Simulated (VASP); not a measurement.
# Nb (R-3m) in VASP: notebook

Nb is run at these levels: PBE; tasks: single point.

All numbers are computed with VASP 6.6.1; they aren't measurements. Logs are shortened: lines on timing, memory, paths and dates and some standing lists are left out, and cuts for length are marked.

### Step 1. The cell of the first run

The structure is trigonal, space group R-3m (No. 166). Conventional cell: a = 2.864 Å, b = 2.864 Å, c = 23.657 Å, α = 90.00°, β = 90.00°, γ = 120.00°. Nb (site symmetry -3m) has 12 Nb at 2.86 to 3.10 Å within 3.8 Å. Within 3.8 Å of Nb (site symmetry 3m) lie 12 Nb at 2.86 to 3.11 Å.

### Step 2. Single point, PBE

INCAR reads:

```
PREC = Accurate
ENCUT = 520
EDIFF = 1E-6
ISMEAR = 0
SIGMA = 0.1
LREAL = False
LASPH = True
NELM = 100
ALGO = Normal
ISIF = 2
LWAVE = False
LCHARG = False
GGA = PE
NBANDS = 26
```

KPOINTS reads:

```
regular mesh
0
Gamma
  18 18 18
```

POSCAR reads:

```
Nb
1.0
    1.4318543230      0.8266814788      7.8856085206
   -1.4318543230      0.8266814788      7.8856085206
    0.0000000000     -1.6533629576      7.8856085206
Nb
3
Direct
    0.0000000000      0.0000000000      0.0000000000
    0.2222696607      0.2222696607      0.2222696607
    0.7777303393      0.7777303393      0.7777303393
```

Potentials or basis: VASP PAW PBE potentials, release 64 (Nb_sv).

Command:

```console
$ cat potpaw_PBE.64/Nb_sv/POTCAR > POTCAR
$ mpirun -np 1 vasp_std > vasp.out
```

OUTCAR:

```text
PREC = Accurate
   ENCUT = 520
   EDIFF = 1E-6
   ISMEAR = 0
   LREAL = False
   LASPH = True
   NELM = 100
   ISIF = 2
   GGA = PE

 ion  position               nearest neighbor table
   1  0.000  0.000  0.000-
   2  0.222  0.222  0.222-
   3  0.778  0.778  0.778-

  LATTYP: Found a trigonal (rhomboedric) cell.
 ALAT       =     8.0570733402
 COS(alpha) =     0.9368355045

  Lattice vectors:

 A1 = (   1.4318543230,   0.8266814788,   7.8856085206)
 A2 = (  -1.4318543230,   0.8266814788,   7.8856085206)
 A3 = (   0.0000000000,  -1.6533629576,   7.8856085206)

Analysis of symmetry for initial positions (statically):
=====================================================================
 Subroutine PRICEL returns:
 Original cell was already a primitive cell.

 Routine SETGRP: Setting up the symmetry group for a
 trigonal (rhombohedral) supercell.

 Subroutine GETGRP returns: Found 12 space group operations
 (whereof 12 operations were pure point group operations)
 out of a pool of 12 trial point group operations.

The static configuration has the point symmetry D_3d.

Analysis of symmetry for dynamics (positions and initial velocities):
=====================================================================
 Subroutine PRICEL returns:
 Original cell was already a primitive cell.

 Routine SETGRP: Setting up the symmetry group for a
 trigonal (rhombohedral) supercell.

 Subroutine GETGRP returns: Found 12 space group operations
 (whereof 12 operations were pure point group operations)
 out of a pool of 12 trial point group operations.

The dynamic configuration has the point symmetry D_3d.

 Subroutine INISYM returns: Found 12 space group operations
 (whereof 12 operations are pure point group operations),
 and found     1 'primitive' translations

----------------------------------------------------------------------------------------

                                     Primitive cell

  volume of cell :      56.0046

  direct lattice vectors                    reciprocal lattice vectors
     1.431854323  0.826681479  7.885608521     0.349197535  0.201609291  0.042271098
    -1.431854323  0.826681479  7.885608521    -0.349197535  0.201609291  0.042271098
     0.000000000 -1.653362958  7.885608521     0.000000000 -0.403218582  0.042271098

  length of vectors
     8.057073340  8.057073340  8.057073340     0.405428255  0.405428255  0.405428255

  position of ions in fractional coordinates (direct lattice)
     0.000000000  0.000000000  0.000000000
     0.222269661  0.222269661  0.222269661
     0.777730339  0.777730339  0.777730339

  ion indices of the primitive-cell ions
   primitive index   ion index
                 1           1
                 2           2
                 3           3

----------------------------------------------------------------------------------------

 KPOINTS: regular mesh

Automatic generation of k-mesh.
 Grid dimensions read from file:
 generate k-points for:   18   18   18

 Generating k-lattice:

  Cartesian coordinates                     Fractional coordinates (reciprocal lattice)
     0.019399863  0.011200516  0.002348394     0.055555556  0.000000000  0.000000000
    -0.019399863  0.011200516  0.002348394     0.000000000  0.055555556  0.000000000
     0.000000000 -0.022401032  0.002348394     0.000000000  0.000000000  0.055555556

  Length of vectors
     0.022523792  0.022523792  0.022523792

  Shift w.r.t. Gamma in fractional coordinates (k-lattice)
     0.000000000  0.000000000  0.000000000

 Subroutine IBZKPT returns following result:
 ===========================================

 Found    580 irreducible k-points:

 Following reciprocal coordinates:
            Coordinates               Weight
  0.000000  0.000000  0.000000      1.000000
  0.055556  0.000000  0.000000      6.000000
  0.111111  0.000000  0.000000      6.000000
  0.166667  0.000000  0.000000      6.000000
  0.222222  0.000000  0.000000      6.000000
  0.277778 -0.000000  0.000000      6.000000
[... 16 lines left out ...]
 -0.277778  0.055556 -0.000000     12.000000
 -0.222222  0.055556 -0.000000     12.000000
 [... further k-points ...]
   k-points           NKPTS =    580   k-points in BZ     NKDIM =    580   number of bands    NBANDS=     26
   number of dos      NEDOS =    301   number of ions     NIONS =      3
   total plane-waves  NPLWV = 216000
   dimension x,y,z NGX =    60 NGY =   60 NGZ =   60
   dimension x,y,z NGXF=   120 NGYF=  120 NGZF=  120
   ions per type =               3
   NGX,Y,Z   is equivalent  to a cutoff of  12.38, 12.38, 12.38 a.u.
   NGXF,Y,Z  is equivalent  to a cutoff of  24.76, 24.76, 24.76 a.u.
 SYSTEM =  unknown system
   PREC   = accura    normal or accurate (medium, high low for compatibility)
   ISTART =      0    job   : 0-new  1-cont  2-samecut
   ICHARG =      2    charge: 1-file 2-atom 10-const
   ISPIN  =      1    spin polarized calculation?
   LNONCOLLINEAR =      F non collinear calculations
   LSORBIT =      F    spin-orbit coupling
   LASPH  =      T    aspherical Exc in radial PAW
   ENCUT  =  520.0 eV  38.22 Ry    6.18 a.u.  14.98 14.98 14.98*2*pi/ulx,y,z
   NELM   =    100;   NELMIN=  2; NELMDL= -5     # of ELM steps
   EDIFF  = 0.1E-05   stopping-criterion for ELM
   LREAL  =      F    real-space projection
   EDIFFG = 0.1E-04   stopping-criterion for IOM
   NSW    =      0    number of steps for IOM
   IBRION =     -1    ionic relax: 0-MD 1-quasi-New 2-CG
   NFREE  =      0    steps in history (QN), initial steepest desc. (CG)
   ISIF   =      2    stress and relaxation
   ISYM   =      2    0-nonsym 1-usesym 2-fastsym
   POTIM  = 0.5000    time-step for ionic-motion
   TEBEG  =    0.0;   TEEND  =   0.0 temperature during run
   PSTRESS=    0.0 pullay stress
   NELECT =      39.0000    total number of electrons
   NUPDOWN=      -1.0000    fix difference up-down
   EMIN   =  10.00;   EMAX   =-10.00  energy-range for DOS
   EFERMI =   0.00;   METHOD = LEGACY
   ISMEAR =     0;   SIGMA  =   0.10  broadening in eV -4-tet -1-fermi 0-gaus
   EFERMI_NEDOS =   21; number of points for ismear=-14 and -15
   IALGO  =     38    algorithm
   IMIX   =      4    mixing-type and parameters
     AMIX     =   0.40;   BMIX     =  1.00
     AMIX_MAG =   1.60;   BMIX_MAG =  1.00
  volume/ion in A,a.u.               =      18.67       125.98
  Fermi-wavevector in a.u.,A,eV,Ry     =   1.451071  2.742126 28.648506  2.105606
  Thomas-Fermi vector in A             =   2.568610
   LORBIT       =      0    0 simple, 1 ext, 2 COOP (PROOUT), +10 PAW based schemes
   GGA     = PE    functional components
   LHFCALC =     F    Hartree Fock is set to
   AEXX    =    0.0000 exact exchange contribution
   IVDW    =     0    specifies the selected vdW correction
   LEPSILON=     F    determine dielectric tensor
   LRPA    =     F    only Hartree local field effects (RPA)
 non-spin polarized calculation
 Gauss-broadening in eV      SIGMA  =   0.10
  energy-cutoff  :      520.00
  volume of cell :       56.00
 maximum number of plane-waves:      1545
   NGX = 29   NGY = 29   NGZ = 29

 number of electron      39.0000003 magnetization

 Free energy of the ion-electron system (eV)
  ---------------------------------------------------
  ext. energy  EPLUGINS =         0.00000000
  ---------------------------------------------------
  free energy    TOTEN  =       -29.79056994 eV

  energy without entropy =      -29.76897433  energy(sigma->0) =      -29.77977213

 E-fermi :  11.0277     XC(G=0): -12.2993

 val. band max:       11.0273197151   @ k =   0.5000   0.1111   0.0000
 cond. band min:      11.0288976984   @ k =   0.4444   0.3333   0.0556
 fundamental gap:      0.0015779833
 Fermi energy:        11.0276653183

 k-point     1 :       0.0000    0.0000    0.0000
  band No.  band energies     occupation
      1     -43.7143      2.00000
      2     -43.6263      2.00000
      3     -43.6221      2.00000
      4     -19.9752      2.00000
      5     -19.9609      2.00000
      6     -19.2785      2.00000
[... 18 lines left out ...]
     25      13.7554      0.00000
     26      13.7557      0.00000

 k-point     2 :       0.0556    0.0000    0.0000
  band No.  band energies     occupation
      1     -43.7074      2.00000
      2     -43.6215      2.00000
      3     -43.6157      2.00000
      4     -19.9760      2.00000
      5     -19.9438      2.00000
      6     -19.2790      2.00000
[... 18 lines left out ...]
     25      13.5764      0.00000
     26      13.6645      0.00000

 k-point     3 :       0.1111    0.0000    0.0000
  band No.  band energies     occupation
      1     -43.6875      2.00000
      2     -43.6066      2.00000
      3     -43.5979      2.00000
      4     -19.9645      2.00000
      5     -19.9093      2.00000
      6     -19.2814      2.00000
[... 18 lines left out ...]
     25      13.1490      0.00000
     26      13.4384      0.00000

 k-point     4 :       0.1667    0.0000    0.0000
  band No.  band energies     occupation
      1     -43.6565      2.00000
      2     -43.5828      2.00000
      3     -43.5717      2.00000
      4     -19.9392      2.00000
      5     -19.8704      2.00000
      6     -19.3603      2.00000
[... 18 lines left out ...]
     25      12.6432      0.00000
     26      13.1863      0.00000
[... 496 lines left out ...]
      1     -43.5143      2.00000
      2     -43.4723      2.00000
      3     -43.4646      2.00000
      4     -20.1506      2.00000
      5     -20.1163      2.00000
      6     -20.0522      2.00000
[... 18 lines left out ...]
     25      14.2799      0.00000
     26      15.5240      0.00000

 k-point    23 :      -0.2778    0.0556   -0.0000
  band No.  band energies     occupation
      1     -43.5522      2.00000
      2     -43.5002      2.00000
      3     -43.4913      2.00000
      4     -19.9926      2.00000
      5     -19.9752      2.00000
      6     -19.8758      2.00000
[... 18 lines left out ...]
     25      14.1164      0.00000
     26      14.6525      0.00000

 k-point    24 :      -0.2222    0.0556   -0.0000
  band No.  band energies     occupation
      1     -43.5937      2.00000
      2     -43.5317      2.00000
      3     -43.5228      2.00000
      4     -19.8983      2.00000
      5     -19.8765      2.00000
      6     -19.6746      2.00000
[... 18 lines left out ...]
     25      13.5180      0.00000
     26      13.8928      0.00000

 [... further k-points ...]

------------------------ aborting loop because EDIFF is reached ----------------------------------------

  FORCE on cell =-STRESS in cart. coord.  units (eV):
  Direction    XX          YY          ZZ          XY          YZ          ZX
  --------------------------------------------------------------------------------------
  -------------------------------------------------------------------------------------
  Total       -0.1058129     -0.1058129     -0.1276066      0.0000000     -0.0000000      0.0000000
  in kB       -3.0270928     -3.0270928     -3.6505651      0.0000000     -0.0000000      0.0000000
  external PRESSURE =      -3.2349169 kB  Pullay stress =       0.0000000 kB

 VOLUME and BASIS-vectors are now :
 -----------------------------------------------------------------------------
  energy-cutoff  :      520.00
  volume of cell :       56.00
      direct lattice vectors                 reciprocal lattice vectors
     1.431854323  0.826681479  7.885608521     0.349197535  0.201609291  0.042271098
    -1.431854323  0.826681479  7.885608521    -0.349197535  0.201609291  0.042271098
     0.000000000 -1.653362958  7.885608521     0.000000000 -0.403218582  0.042271098

 POSITION                                       TOTAL-FORCE (eV/Angst)
 -----------------------------------------------------------------------------------
      0.00000      0.00000      0.00000         0.000000      0.000000      0.000000
      0.00000      0.00000      5.25819         0.000000     -0.000000      0.000393
      0.00000      0.00000     18.39863         0.000000     -0.000000     -0.000393
 -----------------------------------------------------------------------------------
    total drift:                               -0.000000      0.000000     -0.000000

  FREE ENERGIE OF THE ION-ELECTRON SYSTEM (eV)
  ---------------------------------------------------
  free  energy   TOTEN  =       -29.7905699419 eV

  energy  without entropy=      -29.7689743264  energy(sigma->0) =      -29.77977213
```

Wall time 36 min (1 thread of Intel Xeon 6975P-C (Granite Rapids), shared host); peak memory 0.94 GiB.

Results:

```yaml
Free_energy: -29.7906 eV
Pressure: -0.3 GPa
```

### Step 3. Single point, PBE

This run uses another cell than the first one, of 21.21 Å³/atom, 1.136 times its volume.

INCAR reads:

```
SYSTEM = Nb
PREC     = Accurate       ! precision mode
ENCUT    = 520            ! plane-wave cutoff, eV
EDIFF    = 1E-6           ! SCF threshold, eV
ISMEAR   = 0              ! smearing method
SIGMA    = 0.1            ! smearing width, eV
LREAL    = .FALSE.        ! projectors in reciprocal space
LASPH    = .TRUE.         ! aspherical terms in the spheres
NELM     = 100            ! most SCF steps
ALGO     = Normal         ! electronic algorithm
ISIF     = 2              ! what is computed and relaxed
LWAVE    = .FALSE.        ! write WAVECAR
LCHARG   = .FALSE.        ! write CHGCAR
GGA      = PE             ! functional
NBANDS   = 26             ! bands
```

KPOINTS reads:

```
regular mesh
0
G
  6 6 6
  0 0 0
```

POSCAR reads:

```
Nb
1.0
    1.5606794630      0.9010587081      7.5426659160
   -1.5606794630      0.9010587081      7.5426659160
    0.0000000000     -1.8021174162      7.5426659160
Nb
3
Direct
    0.0000000000      0.0000000000      0.0000000000
    0.2222200000      0.2222200000      0.2222200000
    0.7777800000      0.7777800000      0.7777800000
```

Potentials or basis: VASP PAW PBE potentials, release 64 (Nb_sv).

Command:

```console
$ cat potpaw_PBE.64/Nb_sv/POTCAR > POTCAR
$ mpirun -np 1 vasp_std > vasp.out
```

Run time: 2.1 min. Hardware: 1 thread of Intel Xeon 6975P-C (Granite Rapids), shared host; peak memory 0.46 GiB.

Results (log left out):

```
Free energy   : -29.2352 eV
Pressure      : -16.8 GPa
Largest force : 0.059 eV/Å
```

Forces on the atoms (eV/Å):
```
Nb   0.000  0.000  0.000
Nb   0.000  0.000  0.059
Nb   0.000  0.000 -0.059
```

Stress tensor (GPa, compression positive):
```
-18.11   0.00   0.00
  0.00 -18.11   0.00
  0.00   0.00 -14.20
```

Levels at points of the mesh, in eV from the Fermi level:
| k point | band 17 | band 18 | band 19 | band 20 | band 21 | band 22 |
| --- | --- | --- | --- | --- | --- | --- |
| (0.00, 0.00, 0.00) | -0.27 | -0.07 | -0.07 | 0.18 | 0.18 | 0.19 |
| (0.50, 0.00, 0.00) | -2.18 | -0.23 | -0.23 | -0.11 | 0.89 | 2.04 |
| (0.50, 0.50, 0.00) | -1.26 | -0.99 | 0.28 | 0.61 | 0.63 | 0.63 |
| (0.50, 0.50, 0.50) | -0.30 | -0.05 | -0.05 | 0.19 | 0.19 | 0.40 |

Caveat: the k points lie up to 0.39 Å⁻¹ apart.
